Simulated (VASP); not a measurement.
# GaN (Fm-3m) in VASP: further runs

The runs below take GaN through single point, with LDA.

All numbers are computed with VASP 6.6.1; they aren't measurements. Logs are shortened: lines on timing, memory, paths and dates and some standing lists are left out, and cuts for length are marked.

### 1 The cell of the first run

Symmetry: Fm-3m, No. 225, cubic system. The conventional cell has a = 4.327 Å, b = 4.327 Å, c = 4.327 Å, α = 90.00°, β = 90.00°, γ = 90.00°. Within 2.9 Å of Ga (site symmetry m-3m) lie 6 N at 2.16 Å. Within 2.9 Å of N (site symmetry m-3m) lie 6 Ga at 2.16 Å.

### 2 Single point, LDA

File INCAR:

```
SYSTEM = GaN
PREC = Accurate
ENCUT = 600
EDIFF = 1E-6
ISMEAR = -1
SIGMA = 0.05
LREAL = .FALSE.
LASPH = .TRUE.
NELM = 120
ALGO = Normal
ISIF = 2
LWAVE = .FALSE.
LCHARG = .FALSE.
GGA = CA
NBANDS = 16
GGA_COMPAT = .FALSE.
```

File KPOINTS:

```
Automatic mesh
0
G
  8 8 8
  0 0 0
```

File POSCAR:

```
GaN
1.0
    0.0000000000      2.1633334196      2.1633334196
    2.1633334196      0.0000000000      2.1633334196
    2.1633334196      2.1633334196      0.0000000000
Ga N
1 1
Direct
    0.0000000000      0.0000000000      0.0000000000
    0.5000000000      0.5000000000      0.5000000000
```

Potentials or basis: VASP PAW LDA potentials, release 64 (Ga_d, N).

Command:

```console
> cat potpaw_LDA.64/Ga_d/POTCAR potpaw_LDA.64/N/POTCAR > POTCAR
> mpirun -np 1 vasp_std > vasp.out
```

OUTCAR:

```text
SYSTEM = GaN
   PREC = Accurate
   ENCUT = 600
   EDIFF = 1E-6
   ISMEAR = -1
   LREAL = .FALSE.
   LASPH = .TRUE.
   NELM = 120
   ISIF = 2
   GGA = CA

 ion  position               nearest neighbor table
   1  0.000  0.000  0.000-   2 2.16   2 2.16   2 2.16   2 2.16   2 2.16   2 2.16
   2  0.500  0.500  0.500-   1 2.16   1 2.16   1 2.16   1 2.16   1 2.16   1 2.16

  LATTYP: Found a face centered cubic cell.
 ALAT       =     4.3266668392

  Lattice vectors:

 A1 = (   0.0000000000,   2.1633334196,   2.1633334196)
 A2 = (   2.1633334196,   0.0000000000,   2.1633334196)
 A3 = (   2.1633334196,   2.1633334196,   0.0000000000)

Analysis of symmetry for initial positions (statically):
=====================================================================
 Subroutine PRICEL returns:
 Original cell was already a primitive cell.

 Routine SETGRP: Setting up the symmetry group for a
 face centered cubic supercell.

 Subroutine GETGRP returns: Found 48 space group operations
 (whereof 48 operations were pure point group operations)
 out of a pool of 48 trial point group operations.

The static configuration has the point symmetry O_h .

Analysis of symmetry for dynamics (positions and initial velocities):
=====================================================================
 Subroutine PRICEL returns:
 Original cell was already a primitive cell.

 Routine SETGRP: Setting up the symmetry group for a
 face centered cubic supercell.

 Subroutine GETGRP returns: Found 48 space group operations
 (whereof 48 operations were pure point group operations)
 out of a pool of 48 trial point group operations.

The dynamic configuration has the point symmetry O_h .

 Subroutine INISYM returns: Found 48 space group operations
 (whereof 48 operations are pure point group operations),
 and found     1 'primitive' translations

----------------------------------------------------------------------------------------

                                     Primitive cell

  volume of cell :      20.2489

  direct lattice vectors                    reciprocal lattice vectors
     0.000000000  2.163333420  2.163333420    -0.231124798  0.231124798  0.231124798
     2.163333420  0.000000000  2.163333420     0.231124798 -0.231124798  0.231124798
     2.163333420  2.163333420  0.000000000     0.231124798  0.231124798 -0.231124798

  length of vectors
     3.059415462  3.059415462  3.059415462     0.400319893  0.400319893  0.400319893

  position of ions in fractional coordinates (direct lattice)
     0.000000000  0.000000000  0.000000000
     0.500000000  0.500000000  0.500000000

  ion indices of the primitive-cell ions
   primitive index   ion index
                 1           1
                 2           2

----------------------------------------------------------------------------------------

 KPOINTS: Automatic mesh

Automatic generation of k-mesh.
 Grid dimensions read from file:
 generate k-points for:    8    8    8

 Generating k-lattice:

  Cartesian coordinates                     Fractional coordinates (reciprocal lattice)
    -0.028890600  0.028890600  0.028890600     0.125000000  0.000000000  0.000000000
     0.028890600 -0.028890600  0.028890600     0.000000000  0.125000000  0.000000000
     0.028890600  0.028890600 -0.028890600     0.000000000  0.000000000  0.125000000

  Length of vectors
     0.050039987  0.050039987  0.050039987

  Shift w.r.t. Gamma in fractional coordinates (k-lattice)
     0.000000000  0.000000000  0.000000000

 Subroutine IBZKPT returns following result:
 ===========================================

 Found     29 irreducible k-points:

 Following reciprocal coordinates:
            Coordinates               Weight
  0.000000  0.000000  0.000000      1.000000
  0.125000  0.000000  0.000000      8.000000
  0.250000  0.000000  0.000000      8.000000
  0.375000  0.000000  0.000000      8.000000
  0.500000  0.000000  0.000000      4.000000
  0.125000  0.125000  0.000000      6.000000
[... 16 lines left out ...]
  0.500000  0.250000  0.125000     48.000000
 -0.375000  0.250000  0.125000     24.000000
 [... further k-points ...]
   k-points           NKPTS =     29   k-points in BZ     NKDIM =     29   number of bands    NBANDS=     16
   number of dos      NEDOS =    301   number of ions     NIONS =      2
   total plane-waves  NPLWV =  13824
   dimension x,y,z NGX =    24 NGY =   24 NGZ =   24
   dimension x,y,z NGXF=    48 NGYF=   48 NGZF=   48
   ions per type =               1   1
   NGX,Y,Z   is equivalent  to a cutoff of  13.04, 13.04, 13.04 a.u.
   NGXF,Y,Z  is equivalent  to a cutoff of  26.08, 26.08, 26.08 a.u.
 SYSTEM =  GaN
   PREC   = accura    normal or accurate (medium, high low for compatibility)
   ISTART =      0    job   : 0-new  1-cont  2-samecut
   ICHARG =      2    charge: 1-file 2-atom 10-const
   ISPIN  =      1    spin polarized calculation?
   LNONCOLLINEAR =      F non collinear calculations
   LSORBIT =      F    spin-orbit coupling
   LASPH  =      T    aspherical Exc in radial PAW
   ENCUT  =  600.0 eV  44.10 Ry    6.64 a.u.   6.11  6.11  6.11*2*pi/ulx,y,z
   NELM   =    120;   NELMIN=  2; NELMDL= -5     # of ELM steps
   EDIFF  = 0.1E-05   stopping-criterion for ELM
   LREAL  =      F    real-space projection
   EDIFFG = 0.1E-04   stopping-criterion for IOM
   NSW    =      0    number of steps for IOM
   IBRION =     -1    ionic relax: 0-MD 1-quasi-New 2-CG
   NFREE  =      0    steps in history (QN), initial steepest desc. (CG)
   ISIF   =      2    stress and relaxation
   ISYM   =      2    0-nonsym 1-usesym 2-fastsym
   POTIM  = 0.5000    time-step for ionic-motion
   TEBEG  =    0.0;   TEEND  =   0.0 temperature during run
   PSTRESS=    0.0 pullay stress
   NELECT =      18.0000    total number of electrons
   NUPDOWN=      -1.0000    fix difference up-down
   EMIN   =  10.00;   EMAX   =-10.00  energy-range for DOS
   EFERMI =   0.00;   METHOD = LEGACY
   ISMEAR =    -1;   SIGMA  =   0.05  broadening in eV -4-tet -1-fermi 0-gaus
   EFERMI_NEDOS =   21; number of points for ismear=-14 and -15
   IALGO  =     38    algorithm
   IMIX   =      4    mixing-type and parameters
     AMIX     =   0.40;   BMIX     =  1.00
     AMIX_MAG =   1.60;   BMIX_MAG =  1.00
  volume/ion in A,a.u.               =      10.12        68.32
  Fermi-wavevector in a.u.,A,eV,Ry     =   1.574100  2.974617 33.712373  2.477790
  Thomas-Fermi vector in A             =   2.675285
   LORBIT       =      0    0 simple, 1 ext, 2 COOP (PROOUT), +10 PAW based schemes
   GGA     = CA    functional components
   LHFCALC =     F    Hartree Fock is set to
   AEXX    =    0.0000 exact exchange contribution
   IVDW    =     0    specifies the selected vdW correction
   LEPSILON=     F    determine dielectric tensor
   LRPA    =     F    only Hartree local field effects (RPA)
 non-spin polarized calculation
  energy-cutoff  :      600.00
  volume of cell :       20.25
 maximum number of plane-waves:       692
   NGX = 13   NGY = 13   NGZ = 13

 number of electron      17.9999990 magnetization

 Free energy of the ion-electron system (eV)
  ---------------------------------------------------
  ext. energy  EPLUGINS =         0.00000000
  ---------------------------------------------------
  free energy    TOTEN  =       -12.96087321 eV

  energy without entropy =      -12.95881855  energy(sigma->0) =      -12.95984588

 E-fermi :   6.9007     XC(G=0): -13.0817

 val. band max:        6.8097926866   @ k =   0.5000   0.5000   0.0000
 cond. band min:       7.9577946576   @ k =   0.3750   0.3750   0.0000
 fundamental gap:      1.1480019711
 Fermi energy:         6.9006771876

 k-point     1 :       0.0000    0.0000    0.0000
  band No.  band energies     occupation
      1      -9.7055      2.00000
      2      -7.2929      2.00000
      3      -7.2929      2.00000
      4      -7.2929      2.00000
      5      -7.2123      2.00000
      6      -7.2123      2.00000
[... 8 lines left out ...]
     15      21.3765      0.00000
     16      21.3765      0.00000

 k-point     2 :       0.1250    0.0000    0.0000
  band No.  band energies     occupation
      1      -9.4198      2.00000
      2      -7.3009      2.00000
      3      -7.2833      2.00000
      4      -7.2833      2.00000
      5      -7.2240      2.00000
      6      -7.2240      2.00000
[... 8 lines left out ...]
     15      22.2510      0.00000
     16      22.2510      0.00000

 k-point     3 :       0.2500    0.0000    0.0000
  band No.  band energies     occupation
      1      -8.6170      2.00000
      2      -7.3244      2.00000
      3      -7.3244      2.00000
      4      -7.3136      2.00000
      5      -7.1868      2.00000
      6      -7.1868      2.00000
[... 8 lines left out ...]
     15      23.9709      0.00000
     16      23.9709      0.00000

 k-point     4 :       0.3750    0.0000    0.0000
  band No.  band energies     occupation
      1      -7.6189      2.00000
      2      -7.3859      2.00000
      3      -7.3859      2.00000
      4      -7.2215      2.00000
      5      -7.1281      2.00000
      6      -7.1281      2.00000
[... 8 lines left out ...]
     15      26.5367      0.00000
     16      26.5367      0.00000
[... 324 lines left out ...]
 k-point    22 :       0.3750    0.2500    0.1250
  band No.  band energies     occupation
      1      -8.3546      2.00000
      2      -7.3439      2.00000
      3      -7.2870      2.00000
      4      -7.2177      2.00000
      5      -7.1874      2.00000
      6      -6.8314      2.00000
[... 8 lines left out ...]
     15      27.0565      0.00000
     16      27.4286      0.00000

 k-point    23 :       0.5000    0.2500    0.1250
  band No.  band energies     occupation
      1      -8.0949      2.00000
      2      -7.3513      2.00000
      3      -7.3079      2.00000
      4      -7.2332      2.00000
      5      -7.1247      2.00000
      6      -6.0336      2.00000
[... 8 lines left out ...]
     15      26.9721      0.00000
     16      28.5433      0.00000

 k-point    24 :      -0.3750    0.2500    0.1250
  band No.  band energies     occupation
      1      -8.0328      2.00000
      2      -7.3697      2.00000
      3      -7.3044      2.00000
      4      -7.2382      2.00000
      5      -7.1000      2.00000
      6      -5.4651      2.00000
[... 8 lines left out ...]
     15      24.9188      0.00000
     16      29.4476      0.00000

 [... further k-points ...]
[... 5 lines left out ...]
  --------------------------------------------------------------------------------------
  -------------------------------------------------------------------------------------
  Total       -2.3910856     -2.3910856     -2.3910856     -0.0000000      0.0000000     -0.0000000
  in kB     -189.1931148   -189.1931148   -189.1931148     -0.0000000      0.0000000     -0.0000000
  external PRESSURE =    -189.1931148 kB  Pullay stress =       0.0000000 kB

 VOLUME and BASIS-vectors are now :
 -----------------------------------------------------------------------------
  energy-cutoff  :      600.00
  volume of cell :       20.25
      direct lattice vectors                 reciprocal lattice vectors
     0.000000000  2.163333420  2.163333420    -0.231124798  0.231124798  0.231124798
     2.163333420  0.000000000  2.163333420     0.231124798 -0.231124798  0.231124798
     2.163333420  2.163333420  0.000000000     0.231124798  0.231124798 -0.231124798

 POSITION                                       TOTAL-FORCE (eV/Angst)
 -----------------------------------------------------------------------------------
      0.00000      0.00000      0.00000         0.000000     -0.000000     -0.000000
      2.16333      2.16333      2.16333        -0.000000      0.000000      0.000000
 -----------------------------------------------------------------------------------
    total drift:                                0.000000     -0.000000     -0.000000

  FREE ENERGIE OF THE ION-ELECTRON SYSTEM (eV)
  ---------------------------------------------------
  free  energy   TOTEN  =       -12.9608732052 eV

  energy  without entropy=      -12.9588185510  energy(sigma->0) =      -12.95984588
```

Wall time 14 s (1 thread of Intel Xeon 8259CL, shared host); peak memory 0.13 GiB.

What came out:

* Free energy: -12.9609 eV
* Pressure: -18.9 GPa

Levels at points of the mesh, in eV from the Fermi level:
```
           k point  band 7  band 8  band 9  band 10  band 11  band 12
(0.00, 0.00, 0.00)   -0.55   -0.55   -0.55     1.44    14.17    14.17
(0.50, 0.00, 0.00)   -8.06   -0.27   -0.27     4.28     8.25     8.42
(0.50, 0.50, 0.00)   -6.74   -2.92   -2.92    -0.09     7.61    10.99
```

### 3 Single point, LDA

This run uses another cell than the first one, of 10.32 Å³/atom, 1.019 times its volume.

File INCAR:

```
  PREC = Accurate
  ENCUT = 600
  EDIFF = 1E-6
  ISMEAR = -1
  SIGMA = 0.05
  LREAL = False
  LASPH = True
  NELM = 120
  ALGO = Normal
  ISIF = 2
  LWAVE = False
  LCHARG = False
  NBANDS = 16
  GGA_COMPAT = False
```

File KPOINTS:

```
Automatic mesh
0
Gamma
  8 8 8
```

File POSCAR:

```
GaN
1.0
    0.0000000000      2.1771129849      2.1771129849
    2.1771129849      0.0000000000      2.1771129849
    2.1771129849      2.1771129849      0.0000000000
Ga N
1 1
Direct
    0.0000000000      0.0000000000      0.0000000000
    0.5000000000      0.5000000000      0.5000000000
```

Potentials or basis: VASP PAW LDA potentials, release 64 (Ga_d, N).

Command:

```console
> cat potpaw_LDA.64/Ga_d/POTCAR potpaw_LDA.64/N/POTCAR > POTCAR
> mpirun -np 1 vasp_std > vasp.out
```

Wall time 28 s (1 thread of Intel Xeon 8259CL, shared host); peak memory 0.15 GiB.

The run converged. Its results:

| Quantity | Value |
| --- | --- |
| Free energy | -12.9119 eV |
| Pressure | -21.6 GPa |
| Band gap on the k mesh | zero (band 9 reaches 6.56 eV, above the bottom of band 10 at 6.48 eV) |

Levels at points of the mesh, in eV from the Fermi level:
| k point | band 7 | band 8 | band 9 | band 10 | band 11 | band 12 |
| --- | --- | --- | --- | --- | --- | --- |
| (0.00, 0.00, 0.00) | -0.53 | -0.53 | -0.53 | 1.24 | 14.07 | 14.07 |
| (0.50, 0.00, 0.00) | -7.96 | -0.26 | -0.26 | 4.21 | 8.03 | 8.32 |
| (0.50, 0.50, 0.00) | -6.59 | -2.84 | -2.84 | -0.19 | 7.59 | 10.82 |
